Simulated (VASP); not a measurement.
# ZnS (Cm) in VASP: single point with PBE

Aim: the single point of ZnS with PBE.

All numbers are computed with VASP 6.6.1; they aren't measurements. Logs are shortened: lines on timing, memory, paths and dates and some standing lists are left out, and cuts for length are marked.

## Step 1: The cell of the first run

It takes space group Cm (No. 8, monoclinic). The conventional cell has a = 6.661 Å, b = 3.845 Å, c = 6.305 Å, α = 90.00°, β = 90.00°, γ = 90.00°. Zn (site symmetry m) has 4 S at 2.33 to 2.45 Å within 3.1 Å. Zn (site symmetry m) has 4 S at 2.36 Å within 3.1 Å. S (site symmetry m) has 4 Zn at 2.33 to 2.36 Å within 3.1 Å. Within 3.1 Å of S (site symmetry m) lie 4 Zn at 2.33 to 2.45 Å.

## Step 2: Single point, PBE (atom 1 (Zn) moved -0.090 Å towards its neighbour atom 4 (S) at 2.357 Å)

File INCAR:

```
SYSTEM = ZnS
PREC = Accurate ; ENCUT = 520
EDIFF = 1E-6 ; ISMEAR = 0
SIGMA = 0.05 ; LREAL = .False.
LASPH = .True. ; NELM = 80
ALGO = Normal ; ISIF = 2
LWAVE = .False. ; LCHARG = .True.
GGA = PE ; LELF = .True.
LVHAR = .True. ; NBANDS = 26
```

File KPOINTS:

```
Automatic mesh
0
Gamma
  12 12 4
  0 0 0
```

File POSCAR:

```
ZnS
1.0
    3.8454929889      0.0000000000      0.0000000000
   -1.9227464944      3.3302946184      0.0000000000
    0.0000000000      0.0000000000      6.3053333047
Zn S
2 2
Direct
    0.3587907812      0.6793953906      0.0100098472
    0.6666666667      0.3333333333      0.5052197899
    0.3333333333      0.6666666667      0.3797802101
    0.6666666667      0.3333333333      0.8797802101
```

Potentials or basis: VASP PAW PBE potentials, release 64 (Zn, S).

Run with:

```bash
$ cat potpaw_PBE.64/Zn/POTCAR potpaw_PBE.64/S/POTCAR > POTCAR
$ mpirun -np 1 vasp_std > vasp.out
```

OUTCAR:

```text
SYSTEM = ZnS
   PREC = Accurate
   ENCUT = 520
   EDIFF = 1E-6
   ISMEAR = 0
   LREAL = .False.
   LASPH = .True.
   NELM = 80
   ISIF = 2
   GGA = PE

 ion  position               nearest neighbor table
   1  0.359  0.679  0.010-   4 2.33   4 2.33   3 2.33   4 2.45
   2  0.667  0.333  0.505-   3 2.36   3 2.36   3 2.36   4 2.36
   3  0.333  0.667  0.380-   1 2.33   2 2.36   2 2.36   2 2.36
   4  0.667  0.333  0.880-   1 2.33   1 2.33   2 2.36   1 2.45

  LATTYP: Found a hexagonal cell.
 ALAT       =     3.8454929889
 C/A-ratio  =     1.6396683918

  Lattice vectors:

 A1 = (   3.8454929889,   0.0000000000,   0.0000000000)
 A2 = (  -1.9227464944,   3.3302946184,   0.0000000000)
 A3 = (   0.0000000000,   0.0000000000,   6.3053333047)

Analysis of symmetry for initial positions (statically):
=====================================================================
 Subroutine PRICEL returns:
 Original cell was already a primitive cell.

 Routine SETGRP: Setting up the symmetry group for a
 hexagonal supercell.

 Subroutine GETGRP returns: Found  2 space group operations
 (whereof  2 operations were pure point group operations)
 out of a pool of 24 trial point group operations.

The static configuration has the point symmetry C_1h.

Analysis of symmetry for dynamics (positions and initial velocities):
=====================================================================
 Subroutine PRICEL returns:
 Original cell was already a primitive cell.

 Routine SETGRP: Setting up the symmetry group for a
 hexagonal supercell.

 Subroutine GETGRP returns: Found  2 space group operations
 (whereof  2 operations were pure point group operations)
 out of a pool of 24 trial point group operations.

The dynamic configuration has the point symmetry C_1h.

 Subroutine INISYM returns: Found  2 space group operations
 (whereof  2 operations are pure point group operations),
 and found     1 'primitive' translations

----------------------------------------------------------------------------------------

                                     Primitive cell

  volume of cell :      80.7500

  direct lattice vectors                    reciprocal lattice vectors
     3.845492989  0.000000000  0.000000000     0.260044682  0.150136867  0.000000000
    -1.922746494  3.330294618  0.000000000     0.000000000  0.300273734  0.000000000
     0.000000000  0.000000000  6.305333305     0.000000000  0.000000000  0.158595898

  length of vectors
     3.845492989  3.845492989  6.305333305     0.300273734  0.300273734  0.158595898

  position of ions in fractional coordinates (direct lattice)
     0.358790781  0.679395391  0.010009847
     0.666666667  0.333333333  0.505219790
     0.333333333  0.666666667  0.379780210
     0.666666667  0.333333333  0.879780210

  ion indices of the primitive-cell ions
   primitive index   ion index
                 1           1
                 2           2
                 3           3
                 4           4

----------------------------------------------------------------------------------------

 KPOINTS: Automatic mesh

Automatic generation of k-mesh.
 Grid dimensions read from file:
 generate k-points for:   12   12    4

 Generating k-lattice:

  Cartesian coordinates                     Fractional coordinates (reciprocal lattice)
     0.021670390  0.012511406  0.000000000     0.083333333  0.000000000  0.000000000
     0.000000000  0.025022811  0.000000000     0.000000000  0.083333333  0.000000000
     0.000000000  0.000000000  0.039648975     0.000000000  0.000000000  0.250000000

  Length of vectors
     0.025022811  0.025022811  0.039648975

  Shift w.r.t. Gamma in fractional coordinates (k-lattice)
     0.000000000  0.000000000  0.000000000

 Subroutine IBZKPT returns following result:
 ===========================================

 Found    164 irreducible k-points:

 Following reciprocal coordinates:
            Coordinates               Weight
  0.000000  0.000000  0.000000      1.000000
  0.083333 -0.000000  0.000000      2.000000
  0.000000  0.083333  0.000000      4.000000
  0.166667 -0.000000  0.000000      2.000000
  0.000000  0.166667  0.000000      4.000000
  0.250000  0.000000  0.000000      2.000000
[... 16 lines left out ...]
 -0.083333  0.416667  0.000000      4.000000
 -0.416667  0.333333  0.000000      4.000000
 [... further k-points ...]
   k-points           NKPTS =    164   k-points in BZ     NKDIM =    164   number of bands    NBANDS=     26
   number of dos      NEDOS =    301   number of ions     NIONS =      4
   total plane-waves  NPLWV =  43200
   dimension x,y,z NGX =    30 NGY =   30 NGZ =   48
   dimension x,y,z NGXF=    60 NGYF=   60 NGZF=   96
   ions per type =               2   2
   NGX,Y,Z   is equivalent  to a cutoff of  12.97, 12.97, 12.66 a.u.
   NGXF,Y,Z  is equivalent  to a cutoff of  25.94, 25.94, 25.31 a.u.
 SYSTEM =  ZnS
   PREC   = accura    normal or accurate (medium, high low for compatibility)
   ISTART =      0    job   : 0-new  1-cont  2-samecut
   ICHARG =      2    charge: 1-file 2-atom 10-const
   ISPIN  =      1    spin polarized calculation?
   LNONCOLLINEAR =      F non collinear calculations
   LSORBIT =      F    spin-orbit coupling
   LASPH  =      T    aspherical Exc in radial PAW
   ENCUT  =  520.0 eV  38.22 Ry    6.18 a.u.   7.15  7.15 11.72*2*pi/ulx,y,z
   NELM   =     80;   NELMIN=  2; NELMDL= -5     # of ELM steps
   EDIFF  = 0.1E-05   stopping-criterion for ELM
   LREAL  =      F    real-space projection
   EDIFFG = 0.1E-04   stopping-criterion for IOM
   NSW    =      0    number of steps for IOM
   IBRION =     -1    ionic relax: 0-MD 1-quasi-New 2-CG
   NFREE  =      0    steps in history (QN), initial steepest desc. (CG)
   ISIF   =      2    stress and relaxation
   ISYM   =      2    0-nonsym 1-usesym 2-fastsym
   POTIM  = 0.5000    time-step for ionic-motion
   TEBEG  =    0.0;   TEEND  =   0.0 temperature during run
   PSTRESS=    0.0 pullay stress
   NELECT =      36.0000    total number of electrons
   NUPDOWN=      -1.0000    fix difference up-down
   EMIN   =  10.00;   EMAX   =-10.00  energy-range for DOS
   EFERMI =   0.00;   METHOD = LEGACY
   ISMEAR =     0;   SIGMA  =   0.05  broadening in eV -4-tet -1-fermi 0-gaus
   EFERMI_NEDOS =   21; number of points for ismear=-14 and -15
   IALGO  =     38    algorithm
   IMIX   =      4    mixing-type and parameters
     AMIX     =   0.40;   BMIX     =  1.00
     AMIX_MAG =   1.60;   BMIX_MAG =  1.00
  volume/ion in A,a.u.               =      20.19       136.23
  Fermi-wavevector in a.u.,A,eV,Ry     =   1.250628  2.363344 21.280464  1.564070
  Thomas-Fermi vector in A             =   2.384613
   LORBIT       =      0    0 simple, 1 ext, 2 COOP (PROOUT), +10 PAW based schemes
   GGA     = PE    functional components
   LHFCALC =     F    Hartree Fock is set to
   AEXX    =    0.0000 exact exchange contribution
   IVDW    =     0    specifies the selected vdW correction
   LEPSILON=     F    determine dielectric tensor
   LRPA    =     F    only Hartree local field effects (RPA)
 non-spin polarized calculation
 Gauss-broadening in eV      SIGMA  =   0.05
  energy-cutoff  :      520.00
  volume of cell :       80.75
 maximum number of plane-waves:      2208
 NGX is ok and might be reduce to    30
   NGX = 15   NGY = 15   NGZ = 23

 number of electron      36.0000001 magnetization

 Free energy of the ion-electron system (eV)
  ---------------------------------------------------
  ext. energy  EPLUGINS =         0.00000000
  ---------------------------------------------------
  free energy    TOTEN  =       -13.67420880 eV

  energy without entropy =      -13.67420880  energy(sigma->0) =      -13.67420880

 E-fermi :   2.2056     XC(G=0):  -9.5162

 val. band max:        1.9547281877   @ k =   0.0000   0.0000   0.0000
 cond. band min:       3.9916090102   @ k =   0.0000   0.0000   0.0000
 fundamental gap:      2.0368808225
 Fermi energy:         2.2055515216

 k-point     1 :       0.0000    0.0000    0.0000
  band No.  band energies     occupation
      1     -11.1017      2.00000
      2     -10.1987      2.00000
      3      -4.3676      2.00000
      4      -4.3586      2.00000
      5      -4.3277      2.00000
      6      -4.2560      2.00000
[... 18 lines left out ...]
     25       9.7068      0.00000
     26      11.0376      0.00000

 k-point     2 :       0.0833   -0.0000    0.0000
  band No.  band energies     occupation
      1     -11.0572      2.00000
      2     -10.1739      2.00000
      3      -4.3600      2.00000
      4      -4.3503      2.00000
      5      -4.3284      2.00000
      6      -4.2447      2.00000
[... 18 lines left out ...]
     25       9.9075      0.00000
     26      10.7842      0.00000

 k-point     3 :       0.0000    0.0833    0.0000
  band No.  band energies     occupation
      1     -11.0565      2.00000
      2     -10.1734      2.00000
      3      -4.3639      2.00000
      4      -4.3534      2.00000
      5      -4.3191      2.00000
      6      -4.2501      2.00000
[... 18 lines left out ...]
     25       9.8057      0.00000
     26      10.7644      0.00000

 k-point     4 :       0.1667   -0.0000    0.0000
  band No.  band energies     occupation
      1     -10.9300      2.00000
      2     -10.1068      2.00000
      3      -4.3443      2.00000
      4      -4.3292      2.00000
      5      -4.3245      2.00000
      6      -4.2127      2.00000
[... 18 lines left out ...]
     25      10.2082      0.00000
     26      10.4641      0.00000
[... 496 lines left out ...]
      1     -10.3967      2.00000
      2      -9.9127      2.00000
      3      -4.3215      2.00000
      4      -4.2781      2.00000
      5      -4.2156      2.00000
      6      -4.1028      2.00000
[... 18 lines left out ...]
     25      10.7212      0.00000
     26      11.5646      0.00000

 k-point    23 :      -0.0833    0.4167    0.0000
  band No.  band energies     occupation
      1     -10.3822      2.00000
      2      -9.9085      2.00000
      3      -4.3166      2.00000
      4      -4.2425      2.00000
      5      -4.2183      2.00000
      6      -4.0823      2.00000
[... 18 lines left out ...]
     25      10.8067      0.00000
     26      11.6236      0.00000

 k-point    24 :      -0.4167    0.3333    0.0000
  band No.  band energies     occupation
      1     -10.3852      2.00000
      2      -9.9094      2.00000
      3      -4.3250      2.00000
      4      -4.2518      2.00000
      5      -4.2033      2.00000
      6      -4.0953      2.00000
[... 18 lines left out ...]
     25      10.7791      0.00000
     26      11.5366      0.00000

 [... further k-points ...]
[... 5 lines left out ...]
  --------------------------------------------------------------------------------------
  -------------------------------------------------------------------------------------
  Total       -0.0901732      0.1874719      0.2635515     -0.2404478     -0.1099257     -0.1903969
  in kB       -1.7891446      3.7196676      5.2291780     -4.7707714     -2.1810584     -3.7777016
  external PRESSURE =       2.3865670 kB  Pullay stress =       0.0000000 kB

 VOLUME and BASIS-vectors are now :
 -----------------------------------------------------------------------------
  energy-cutoff  :      520.00
  volume of cell :       80.75
      direct lattice vectors                 reciprocal lattice vectors
     3.845492989  0.000000000  0.000000000     0.260044682  0.150136867  0.000000000
    -1.922746494  3.330294618  0.000000000     0.000000000  0.300273734  0.000000000
     0.000000000  0.000000000  6.305333305     0.000000000  0.000000000  0.158595898

 POSITION                                       TOTAL-FORCE (eV/Angst)
 -----------------------------------------------------------------------------------
      0.07342      2.26259      0.06312        -0.316761     -0.182882     -0.184171
      1.92275      1.11010      3.18558        -0.015610     -0.009013      0.058200
     -0.00000      2.22020      2.39464         0.021809      0.012592      0.108194
      1.92275      1.11010      5.54731         0.310562      0.179303      0.017776
 -----------------------------------------------------------------------------------
    total drift:                                0.000648      0.000369     -0.000319

  FREE ENERGIE OF THE ION-ELECTRON SYSTEM (eV)
  ---------------------------------------------------
  free  energy   TOTEN  =       -13.6742088018 eV

  energy  without entropy=      -13.6742088018  energy(sigma->0) =      -13.67420880
```

Wall time 6.6 min (1 thread of Oxide Virtual Turin-like, shared host); peak memory 0.36 GiB.

Results:

* Free energy: -13.6742 eV
* Pressure: 0.2 GPa
* Largest force: 0.410 eV/Å
* Band gap on the k mesh: 2.04 eV, direct

Forces on the atoms (eV/Å):
```
Zn  -0.317 -0.183 -0.184
Zn  -0.016 -0.009  0.058
S    0.022  0.013  0.108
S    0.311  0.179  0.018
```

Stress tensor (GPa, compression positive):
```
-0.18 -0.48 -0.38
-0.48  0.37 -0.22
-0.38 -0.22  0.52
```

Caveat: the cell differs from its parent crystal (atom 1 (Zn) moved -0.090 Å towards its neighbour atom 4 (S) at 2.357 Å). A k mesh can miss the band edges.
